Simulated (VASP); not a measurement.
A run of VASP 6.6.1 is set up as follows.

INCAR

```
SYSTEM = Tc
PREC = Accurate
ENCUT = 500
EDIFF = 1E-7
ISMEAR = -1
SIGMA = 0.05
LREAL = .FALSE.
LASPH = .TRUE.
NELM = 120
ALGO = Normal
ISIF = 8
LWAVE = .FALSE.
LCHARG = .FALSE.
GGA = PS
IBRION = 2
NSW = 80
EDIFFG = -0.03
GGA_COMPAT = .FALSE.
NELMIN = 4
```

The input KPOINTS:

```
Automatic mesh
0
G
  9 9 9
  0 0 0
```

File POSCAR:

```
Tc
1.0
    0.0000000000      1.9250000000      1.9250000000
    1.9250000000      0.0000000000      1.9250000000
    1.9250000000      1.9250000000      0.0000000000
Tc
1
Direct
    0.0000000000      0.0000000000      0.0000000000
```

Potentials or basis: VASP PAW PBE potentials, release 64 (Tc_pv).

The run is started by

```sh
$ cat potpaw_PBE.64/Tc_pv/POTCAR > POTCAR
$ mpirun -np 1 vasp_std > vasp.out
```

Question: What does it give for the band gap on the k mesh?

Answer: Zero (an odd number of electrons rules out a gap without spin polarisation).

Question: Predict the relaxed volume.

Answer: 14.04 Å³/atom.

Question: What does it give for the relaxed cell?

Answer: a = 2.708 Å, b = 2.708 Å, c = 2.708 Å, α = 60.00°, β = 60.00°, γ = 60.00°.

Question: What does it give for the space group after relaxing (to 0.1 Å)?

Answer: Fm-3m (No. 225).

Final structure:
```cif
data_structure
_symmetry_space_group_name_H-M 'P 1'
_symmetry_Int_Tables_number 1
_cell_length_a 2.7081
_cell_length_b 2.7081
_cell_length_c 2.7081
_cell_angle_alpha 60.000
_cell_angle_beta 60.000
_cell_angle_gamma 60.000
_cell_volume 14.04
loop_
_atom_site_label
_atom_site_type_symbol
_atom_site_fract_x
_atom_site_fract_y
_atom_site_fract_z
_atom_site_occupancy
Tc1 Tc 0.00000 0.00000 0.00000 1
```

Caveat: the PAW data sets were made with another functional, which shifts forces and pressure a little.
